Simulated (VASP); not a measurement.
# Hf2TaN2 (P-3m1) in VASP: notebook

Hf2TaN2 is run at these levels: PBE; tasks: single point, relaxation of cell and atoms.

Program: VASP 6.6.1. These are calculated values, not measurements. Logs are shortened: lines on timing, memory, paths and dates and some standing lists are left out, and cuts for length are marked.

## 1. The cell of the first run

It takes space group P-3m1 (No. 164, trigonal). Conventional cell: a = 3.402 Å, b = 3.402 Å, c = 8.377 Å, α = 90.00°, β = 90.00°, γ = 120.00°. Within 2.7 Å of Hf (site symmetry 3m) lie 4 N at 2.03 to 2.39 Å. Ta (site symmetry -3m) has 6 Hf at 3.36 Å and 6 Ta at 3.40 Å and 6 N at 3.80 Å within 4.4 Å. N (site symmetry 3m) has 4 Hf at 2.03 to 2.39 Å within 2.7 Å.

## 2. Single point, PBE

INCAR

```
PREC     = Accurate       # precision mode
ENCUT    = 520            # plane-wave cutoff, eV
EDIFF    = 1E-6           # SCF threshold, eV
ISMEAR   = 0              # smearing method
SIGMA    = 0.1            # smearing width, eV
LREAL    = False          # projectors in reciprocal space
LASPH    = True           # aspherical terms in the spheres
NELM     = 80             # most SCF steps
ALGO     = Normal         # electronic algorithm
ISIF     = 2              # what is computed and relaxed
LWAVE    = False          # write WAVECAR
LCHARG   = False          # write CHGCAR
GGA      = PE             # functional
NBANDS   = 28             # bands
```

KPOINTS

```
Automatic mesh
0
Gamma
  12 12 6
```

POSCAR

```
Hf2TaN2
1.0
    3.4024327080      0.0000000000      0.0000000000
   -1.7012163540      2.9465931598      0.0000000000
    0.0000000000      0.0000000000      8.3766721962
Hf Ta N
2 1 2
Direct
    0.6666666667      0.3333333333      0.6741954230
    0.3333333333      0.6666666667      0.3258045770
    0.0000000000      0.0000000000      0.0000000000
    0.6666666667      0.3333333333      0.3884239133
    0.3333333333      0.6666666667      0.6115760867
```

Potentials or basis: VASP PAW PBE potentials, release 64 (Hf_pv, Ta_pv, N).

Launch:

```bash
> cat potpaw_PBE.64/Hf_pv/POTCAR potpaw_PBE.64/Ta_pv/POTCAR potpaw_PBE.64/N/POTCAR > POTCAR
> mpirun -np 1 vasp_std > vasp.out
```

OUTCAR:

```text
PREC = Accurate
   ENCUT = 520
   EDIFF = 1E-6
   ISMEAR = 0
   LREAL = False
   LASPH = True
   NELM = 80
   ISIF = 2
   GGA = PE

 ion  position               nearest neighbor table
   1  0.667  0.333  0.674-   5 2.03   5 2.03   5 2.03   4 2.39   3 3.36   3 3.36   3 3.36   2 3.52
                             2 3.52   2 3.52
   2  0.333  0.667  0.326-   4 2.03   4 2.03   4 2.03   5 2.39   3 3.36   3 3.36   3 3.36   1 3.52
                             1 3.52   1 3.52
   3  0.000  0.000  0.000-   1 3.36   2 3.36   1 3.36   2 3.36   1 3.36   2 3.36
   4  0.667  0.333  0.388-   2 2.03   2 2.03   2 2.03   1 2.39
   5  0.333  0.667  0.612-   1 2.03   1 2.03   1 2.03   2 2.39

  LATTYP: Found a hexagonal cell.
 ALAT       =     3.4024327080
 C/A-ratio  =     2.4619655744

  Lattice vectors:

 A1 = (   3.4024327080,   0.0000000000,   0.0000000000)
 A2 = (  -1.7012163540,   2.9465931598,   0.0000000000)
 A3 = (   0.0000000000,   0.0000000000,   8.3766721962)

Analysis of symmetry for initial positions (statically):
=====================================================================
 Subroutine PRICEL returns:
 Original cell was already a primitive cell.

 Routine SETGRP: Setting up the symmetry group for a
 hexagonal supercell.

 Subroutine GETGRP returns: Found 12 space group operations
 (whereof 12 operations were pure point group operations)
 out of a pool of 24 trial point group operations.

The static configuration has the point symmetry D_3d.

Analysis of symmetry for dynamics (positions and initial velocities):
=====================================================================
 Subroutine PRICEL returns:
 Original cell was already a primitive cell.

 Routine SETGRP: Setting up the symmetry group for a
 hexagonal supercell.

 Subroutine GETGRP returns: Found 12 space group operations
 (whereof 12 operations were pure point group operations)
 out of a pool of 24 trial point group operations.

The dynamic configuration has the point symmetry D_3d.

 Subroutine INISYM returns: Found 12 space group operations
 (whereof 12 operations are pure point group operations),
 and found     1 'primitive' translations

----------------------------------------------------------------------------------------

                                     Primitive cell

  volume of cell :      83.9810

  direct lattice vectors                    reciprocal lattice vectors
     3.402432708  0.000000000  0.000000000     0.293907356  0.169687491  0.000000000
    -1.701216354  2.946593160  0.000000000     0.000000000  0.339374982  0.000000000
     0.000000000  0.000000000  8.376672196     0.000000000  0.000000000  0.119379149

  length of vectors
     3.402432708  3.402432708  8.376672196     0.339374982  0.339374982  0.119379149

  position of ions in fractional coordinates (direct lattice)
     0.666666667  0.333333333  0.674195423
     0.333333333  0.666666667  0.325804577
     0.000000000  0.000000000  0.000000000
     0.666666667  0.333333333  0.388423913
     0.333333333  0.666666667  0.611576087

  ion indices of the primitive-cell ions
   primitive index   ion index
                 1           1
                 2           2
                 3           3
                 4           4
                 5           5

----------------------------------------------------------------------------------------

 KPOINTS: Automatic mesh

Automatic generation of k-mesh.
 Grid dimensions read from file:
 generate k-points for:   12   12    6

 Generating k-lattice:

  Cartesian coordinates                     Fractional coordinates (reciprocal lattice)
     0.024492280  0.014140624  0.000000000     0.083333333  0.000000000  0.000000000
     0.000000000  0.028281248  0.000000000     0.000000000  0.083333333  0.000000000
     0.000000000  0.000000000  0.019896525     0.000000000  0.000000000  0.166666667

  Length of vectors
     0.028281248  0.028281248  0.019896525

  Shift w.r.t. Gamma in fractional coordinates (k-lattice)
     0.000000000  0.000000000  0.000000000

 Subroutine IBZKPT returns following result:
 ===========================================

 Found    100 irreducible k-points:

 Following reciprocal coordinates:
            Coordinates               Weight
  0.000000  0.000000  0.000000      1.000000
  0.083333  0.000000  0.000000      6.000000
  0.166667  0.000000  0.000000      6.000000
  0.250000  0.000000  0.000000      6.000000
  0.333333  0.000000  0.000000      6.000000
  0.416667  0.000000  0.000000      6.000000
[... 16 lines left out ...]
  0.166667  0.000000  0.166667      6.000000
  0.000000  0.166667  0.166667      6.000000
 [... further k-points ...]
   k-points           NKPTS =    100   k-points in BZ     NKDIM =    100   number of bands    NBANDS=     28
   number of dos      NEDOS =    301   number of ions     NIONS =      5
   total plane-waves  NPLWV =  50176
   dimension x,y,z NGX =    28 NGY =   28 NGZ =   64
   dimension x,y,z NGXF=    56 NGYF=   56 NGZF=  128
   ions per type =               2   1   2
   NGX,Y,Z   is equivalent  to a cutoff of  13.68, 13.68, 12.70 a.u.
   NGXF,Y,Z  is equivalent  to a cutoff of  27.36, 27.36, 25.40 a.u.
 SYSTEM =  unknown system
   PREC   = accura    normal or accurate (medium, high low for compatibility)
   ISTART =      0    job   : 0-new  1-cont  2-samecut
   ICHARG =      2    charge: 1-file 2-atom 10-const
   ISPIN  =      1    spin polarized calculation?
   LNONCOLLINEAR =      F non collinear calculations
   LSORBIT =      F    spin-orbit coupling
   LASPH  =      T    aspherical Exc in radial PAW
   ENCUT  =  520.0 eV  38.22 Ry    6.18 a.u.   6.33  6.33 15.58*2*pi/ulx,y,z
   NELM   =     80;   NELMIN=  2; NELMDL= -5     # of ELM steps
   EDIFF  = 0.1E-05   stopping-criterion for ELM
   LREAL  =      F    real-space projection
   EDIFFG = 0.1E-04   stopping-criterion for IOM
   NSW    =      0    number of steps for IOM
   IBRION =     -1    ionic relax: 0-MD 1-quasi-New 2-CG
   NFREE  =      0    steps in history (QN), initial steepest desc. (CG)
   ISIF   =      2    stress and relaxation
   ISYM   =      2    0-nonsym 1-usesym 2-fastsym
   POTIM  = 0.5000    time-step for ionic-motion
   TEBEG  =    0.0;   TEEND  =   0.0 temperature during run
   PSTRESS=    0.0 pullay stress
   NELECT =      41.0000    total number of electrons
   NUPDOWN=      -1.0000    fix difference up-down
   EMIN   =  10.00;   EMAX   =-10.00  energy-range for DOS
   EFERMI =   0.00;   METHOD = LEGACY
   ISMEAR =     0;   SIGMA  =   0.10  broadening in eV -4-tet -1-fermi 0-gaus
   EFERMI_NEDOS =   21; number of points for ismear=-14 and -15
   IALGO  =     38    algorithm
   IMIX   =      4    mixing-type and parameters
     AMIX     =   0.40;   BMIX     =  1.00
     AMIX_MAG =   1.60;   BMIX_MAG =  1.00
  volume/ion in A,a.u.               =      16.80       113.35
  Fermi-wavevector in a.u.,A,eV,Ry     =   1.289068  2.435985 22.608738  1.661695
  Thomas-Fermi vector in A             =   2.420983
   LORBIT       =      0    0 simple, 1 ext, 2 COOP (PROOUT), +10 PAW based schemes
   GGA     = PE    functional components
   LHFCALC =     F    Hartree Fock is set to
   AEXX    =    0.0000 exact exchange contribution
   IVDW    =     0    specifies the selected vdW correction
   LEPSILON=     F    determine dielectric tensor
   LRPA    =     F    only Hartree local field effects (RPA)
 non-spin polarized calculation
 Gauss-broadening in eV      SIGMA  =   0.10
  energy-cutoff  :      520.00
  volume of cell :       83.98
 maximum number of plane-waves:      2288
 NGX is ok and might be reduce to    28
   NGX = 13   NGY = 13   NGZ = 31

 number of electron      41.0000000 magnetization

 Free energy of the ion-electron system (eV)
  ---------------------------------------------------
  ext. energy  EPLUGINS =         0.00000000
  ---------------------------------------------------
  free energy    TOTEN  =       -51.42822180 eV

  energy without entropy =      -51.40654617  energy(sigma->0) =      -51.41738398

 E-fermi :   4.5526     XC(G=0): -11.1661

 val. band max:        4.5525059945   @ k =  -0.0833   0.3333   0.3333
 cond. band min:       4.5556218251   @ k =  -0.2500  -0.4167   0.1667
 fundamental gap:      0.0031158307
 Fermi energy:         4.5526339877

 k-point     1 :       0.0000    0.0000    0.0000
  band No.  band energies     occupation
      1     -30.0663      2.00000
      2     -29.9650      2.00000
      3     -29.9650      2.00000
      4     -26.2200      2.00000
      5     -25.9845      2.00000
      6     -25.9508      2.00000
[... 20 lines left out ...]
     27       8.0786      0.00000
     28       8.2641      0.00000

 k-point     2 :       0.0833    0.0000    0.0000
  band No.  band energies     occupation
      1     -30.0645      2.00000
      2     -29.9779      2.00000
      3     -29.9681      2.00000
      4     -26.2163      2.00000
      5     -25.9891      2.00000
      6     -25.9799      2.00000
[... 20 lines left out ...]
     27       8.0038      0.00000
     28       8.2502      0.00000

 k-point     3 :       0.1667    0.0000    0.0000
  band No.  band energies     occupation
      1     -30.0597      2.00000
      2     -30.0129      2.00000
      3     -29.9768      2.00000
      4     -26.2125      2.00000
      5     -26.0774      2.00000
      6     -26.0295      2.00000
[... 20 lines left out ...]
     27       8.2251      0.00000
     28       8.4890      0.00000

 k-point     4 :       0.2500    0.0000    0.0000
  band No.  band energies     occupation
      1     -30.0604      2.00000
      2     -30.0530      2.00000
      3     -29.9885      2.00000
      4     -26.2467      2.00000
      5     -26.1988      2.00000
      6     -26.0895      2.00000
[... 578 lines left out ...]
     27       8.0344      0.00000
     28       8.1316      0.00000

 k-point    23 :       0.1667    0.0000    0.1667
  band No.  band energies     occupation
      1     -30.0597      2.00000
      2     -30.0129      2.00000
      3     -29.9767      2.00000
      4     -26.2117      2.00000
      5     -26.0773      2.00000
      6     -26.0293      2.00000
[... 20 lines left out ...]
     27       8.0903      0.00000
     28       8.5559      0.00000

 k-point    24 :       0.0000    0.1667    0.1667
  band No.  band energies     occupation
      1     -30.0597      2.00000
      2     -30.0129      2.00000
      3     -29.9767      2.00000
      4     -26.2122      2.00000
      5     -26.0778      2.00000
      6     -26.0288      2.00000
[... 20 lines left out ...]
     27       8.2625      0.00000
     28       8.3349      0.00000

 [... further k-points ...]
[... 5 lines left out ...]
  --------------------------------------------------------------------------------------
  -------------------------------------------------------------------------------------
  Total       -0.4352736     -0.4352736     -0.4395381      0.0000000     -0.0000000      0.0000000
  in kB       -8.3040821     -8.3040821     -8.3854407      0.0000000     -0.0000000      0.0000000
  external PRESSURE =      -8.3312016 kB  Pullay stress =       0.0000000 kB

 VOLUME and BASIS-vectors are now :
 -----------------------------------------------------------------------------
  energy-cutoff  :      520.00
  volume of cell :       83.98
      direct lattice vectors                 reciprocal lattice vectors
     3.402432708  0.000000000  0.000000000     0.293907356  0.169687491  0.000000000
    -1.701216354  2.946593160  0.000000000     0.000000000  0.339374982  0.000000000
     0.000000000  0.000000000  8.376672196     0.000000000  0.000000000  0.119379149

 POSITION                                       TOTAL-FORCE (eV/Angst)
 -----------------------------------------------------------------------------------
      1.70122      0.98220      5.64751         0.000000     -0.000000     -0.113820
     -0.00000      1.96440      2.72916        -0.000000      0.000000      0.113820
      0.00000      0.00000      0.00000        -0.000000      0.000000      0.000000
      1.70122      0.98220      3.25370         0.000000     -0.000000     -0.008862
     -0.00000      1.96440      5.12297         0.000000      0.000000      0.008862
 -----------------------------------------------------------------------------------
    total drift:                               -0.000000      0.000000      0.000000

  FREE ENERGIE OF THE ION-ELECTRON SYSTEM (eV)
  ---------------------------------------------------
  free  energy   TOTEN  =       -51.4282218017 eV

  energy  without entropy=      -51.4065461673  energy(sigma->0) =      -51.41738398
```

Run time: 2.1 min. Hardware: 1 thread of Intel Xeon 6975P-C (Granite Rapids), shared host; peak memory 0.37 GiB.

What came out:

- Free energy: -51.4282 eV
- Pressure: -0.8 GPa
- Largest force: 0.114 eV/Å

Forces on the atoms (eV/Å):
```
Hf   0.000  0.000 -0.114
Hf   0.000  0.000  0.114
Ta   0.000  0.000  0.000
N    0.000  0.000 -0.009
N    0.000  0.000  0.009
```

Caveat: spin-orbit coupling is left out, which moves the levels of the heavy elements.

## 3. Single point, PBE

INCAR

```
SYSTEM = Hf2TaN2
ALGO = Normal
EDIFF = 1E-6
ENCUT = 520
GGA = PE
ISIF = 2
ISMEAR = 0
LASPH = .True.
LCHARG = .True.
LELF = .True.
LREAL = .False.
LVHAR = .True.
LWAVE = .False.
NBANDS = 28
NELM = 80
PREC = Accurate
SIGMA = 0.1
```

KPOINTS

```
k-points
0
Gamma
  12 12 6
  0 0 0
```

POSCAR is that of step 2.

Potentials or basis: VASP PAW PBE potentials, release 64 (Hf_pv, Ta_pv, N).

Launch:

```bash
> cat potpaw_PBE.64/Hf_pv/POTCAR potpaw_PBE.64/Ta_pv/POTCAR potpaw_PBE.64/N/POTCAR > POTCAR
> mpirun -np 1 vasp_std > vasp.out
```

Run time: 2.2 min. Hardware: 1 thread of Intel Xeon 6975P-C (Granite Rapids), shared host; peak memory 0.38 GiB.

The run converged. Its results:

| Quantity | Value |
| --- | --- |
| Free energy | -51.4282 eV |
| Pressure | -0.8 GPa |
| Largest force | 0.114 eV/Å |

Forces in eV/Å, atoms in the order of the input:
```
Hf   0.000  0.000 -0.114
Hf   0.000  0.000  0.114
Ta   0.000  0.000  0.000
N    0.000  0.000 -0.009
N    0.000  0.000  0.009
```

Levels at points of the mesh, in eV from the Fermi level:
```csv
k point,band 17,band 18,band 19,band 20,band 21,band 22,band 23,band 24
"(0.00, 0.00, 0.00)",-4.55,-3.28,-0.74,0.64,0.67,0.67,2.20,2.20
"(0.50, 0.00, 0.00)",-2.33,-2.29,-0.64,-0.52,-0.42,0.75,1.09,2.99
"(0.00, 0.00, 0.50)",-4.56,-2.33,-1.18,0.23,0.70,0.70,2.14,2.14
"(0.50, 0.00, 0.50)",-2.29,-2.17,-1.63,-0.46,0.21,0.69,1.12,2.91
```

Caveat: spin-orbit coupling is left out, which moves the levels of the heavy elements.

## 4. Relaxation of cell and atoms, PBE

INCAR

```
SYSTEM = Hf2TaN2
ALGO = Normal ; EDIFF = 1E-6
EDIFFG = -0.01 ; ENCUT = 600
GGA = PE ; IBRION = 2
ISIF = 3 ; ISMEAR = 0
LASPH = .TRUE. ; LCHARG = .FALSE.
LREAL = .FALSE. ; LWAVE = .FALSE.
NELM = 100 ; NSW = 100
PREC = Accurate ; SIGMA = 0.1
```

KPOINTS

```
k-points
0
G
  12 12 6
  0 0 0
```

POSCAR

```
Hf2TaN2
1.0
    3.3994358350      0.0000000000      0.0000000000
   -1.6997179175      2.9439977917      0.0000000000
    0.0000000000      0.0000000000      8.3795018796
Hf Ta N
2 1 2
Direct
    0.6666666667      0.3333333333      0.6748793494
    0.3333333333      0.6666666667      0.3251206506
    0.0000000000      0.0000000000      0.0000000000
    0.6666666667      0.3333333333      0.3881352767
    0.3333333333      0.6666666667      0.6118647233
```

Launch:

```bash
> cat potpaw_PBE.64/Hf_pv/POTCAR potpaw_PBE.64/Ta_pv/POTCAR potpaw_PBE.64/N/POTCAR > POTCAR
> mpirun -np 1 vasp_std > vasp.out
```

It took 11 min on 1 thread of Intel Xeon 6975P-C (Granite Rapids), shared host; peak memory 0.42 GiB.

Results (log left out):

| Property | Result |
| --- | --- |
| Free energy | -51.4338 eV |
| Relaxed volume | 16.73 Å³/atom |
| Relaxed cell | a = 3.402 Å, b = 3.402 Å, c = 8.342 Å, α = 90.00°, β = 90.00°, γ = 120.00° |
| Space group after relaxing (to 0.05 Å) | P-3m1 (No. 164) |
| Energy gained by relaxing | 0.6 meV/atom |
| Ionic steps | 12 |
| Pressure after relaxing | -0.1 GPa |
| Largest force after relaxing | 0.009 eV/Å |

Forces on the atoms (eV/Å):
```
Hf   0.000  0.000 -0.005
Hf   0.000  0.000  0.005
Ta   0.000  0.000  0.000
N    0.000  0.000  0.009
N    0.000  0.000 -0.009
```

Step by step:
```csv
step,energy change (eV),largest force (eV/Å),pressure (GPa),volume (Å³)
1,0.0000,0.1431,-0.75,83.86
2,0.0013,0.1182,1.45,82.91
3,-0.0014,0.0593,0.16,83.46
4,-0.0023,0.0469,0.13,83.47
5,-0.0029,0.0236,0.10,83.47
6,-0.0029,0.0253,0.10,83.47
7,-0.0030,0.0152,-0.08,83.62
8,-0.0030,0.0132,-0.11,83.65
9,-0.0030,0.0293,0.17,83.57
10,-0.0031,0.0130,0.00,83.62
11,-0.0031,0.0126,0.00,83.62
12,-0.0031,0.0092,-0.06,83.63
```

Final structure:
```
Hf Ta N
1.0
     3.40244    0.00000    0.00000
    -1.70122    2.94660    0.00000
     0.00000    0.00000    8.34189
Hf Ta N
2 1 2
Direct
  0.66667 0.33333 0.67303
  0.33333 0.66667 0.32697
  0.00000 0.00000 0.00000
  0.66667 0.33333 0.38887
  0.33333 0.66667 0.61113
```

Levels at points of the mesh, in eV from the Fermi level:
```
           k point  band 17  band 18  band 19  band 20  band 21  band 22  band 23  band 24
(0.00, 0.00, 0.00)    -4.60    -3.33    -0.74     0.67     0.67     0.69     2.20     2.20
(0.50, 0.00, 0.00)    -2.35    -2.30    -0.65    -0.52    -0.42     0.77     1.08     2.96
(0.00, 0.00, 0.50)    -4.61    -2.35    -1.17     0.24     0.69     0.69     2.13     2.13
(0.50, 0.00, 0.50)    -2.30    -2.17    -1.63    -0.46     0.20     0.70     1.11     2.89
```

Caveat: spin-orbit coupling is left out, which moves the levels of the heavy elements.
